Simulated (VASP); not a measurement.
**CuSi16 (a cell with a defect): single point with PBE**

Crystal: CuSi16 (a cell with a defect).

```xyz
17
Lattice="0.0000 5.4300 5.4300 5.4300 0.0000 5.4300 5.4300 5.4300 0.0000" Properties=species:S:1:pos:R:3 pbc="T T T"
Si   -0.1075    0.0746   -0.1090
Si    1.2963    1.3277    1.2953
Si    2.7416    2.6642   -0.0809
Si    4.0959    4.1364    1.3272
Si    2.6644    0.0177    2.6630
Si    3.9868    1.4338    3.9855
Si    5.4040    2.7395    2.6625
Si    6.8146    4.0364    4.0183
Si   -0.0800    2.6638    2.7405
Si    1.3285    4.1361    4.0946
Si    2.7965    5.5382    2.7951
Si    4.2278    6.7071    4.2270
Si    2.6639    2.7395    5.4027
Si    4.0196    4.0362    6.8134
Si    5.5432    5.2996    5.5419
Si    6.8323    6.8144    6.8309
Cu    7.1086    3.7993    7.1079
```

```yaml
Program: VASP 6.6.1
Task: single point
Functional: PBE
Potentials_or_basis: VASP PAW PBE potentials, release 64 (Si, Cu)
Cutoff: 520 eV
k_mesh: 2 × 2 × 2
Occupations: gaussian, width 0.05 eV
Spin: no spin polarisation
```

```
Largest force : 0.021 eV/Å
```

Forces in eV/Å, atoms in the order of the input:
```
Si   0.003 -0.002  0.003
Si   0.001 -0.005  0.001
Si   0.013 -0.005 -0.001
Si   0.003 -0.004 -0.005
Si  -0.001 -0.002  0.000
Si   0.001  0.000  0.000
Si   0.003  0.000  0.000
Si   0.000  0.002  0.001
Si  -0.001 -0.004  0.014
Si  -0.004 -0.003  0.003
Si   0.007  0.005  0.007
Si  -0.006  0.001 -0.006
Si   0.001  0.000  0.002
Si   0.002  0.002 -0.001
Si  -0.005  0.006 -0.005
Si  -0.002  0.000 -0.001
Cu  -0.013  0.009 -0.014
```

Levels at points of the mesh, in eV from the Fermi level:
```csv
k point,band 34,band 35,band 36,band 37,band 38,band 39,band 40,band 41
"(0.00, 0.00, 0.00)",-1.02,-0.63,-0.20,-0.07,0.07,0.39,0.58,0.61
"(0.50, 0.00, 0.00)",-0.95,-0.91,-0.85,-0.75,0.55,1.12,1.25,1.31
"(0.00, 0.50, 0.00)",-0.91,-0.89,-0.65,-0.52,0.52,1.00,1.34,1.37
"(0.00, 0.00, 0.50)",-0.95,-0.91,-0.85,-0.75,0.55,1.12,1.25,1.31
"(0.50, 0.50, 0.50)",-0.94,-0.89,-0.88,-0.80,0.50,1.15,1.23,1.31
"(0.50, 0.50, 0.00)",-1.54,-1.47,-1.44,-1.09,0.65,0.98,1.94,2.06
"(0.00, 0.50, 0.50)",-1.54,-1.47,-1.43,-1.09,0.65,0.98,1.94,2.06
"(0.50, 0.00, 0.50)",-1.51,-1.51,-1.42,-1.13,0.67,0.98,1.95,2.05
```

Run time: 4 min on 1 thread of Intel(R) Xeon(R) Platinum 8488C (Sapphire Rapids) (shared host), peak memory 0.49 GiB.

Caveat: the k points lie up to 0.50 Å⁻¹ apart; the cell carries a net charge on a neutralising background, which shifts energy and pressure; the cell is charged against a uniform background, so pressure and absolute levels hang on convention.
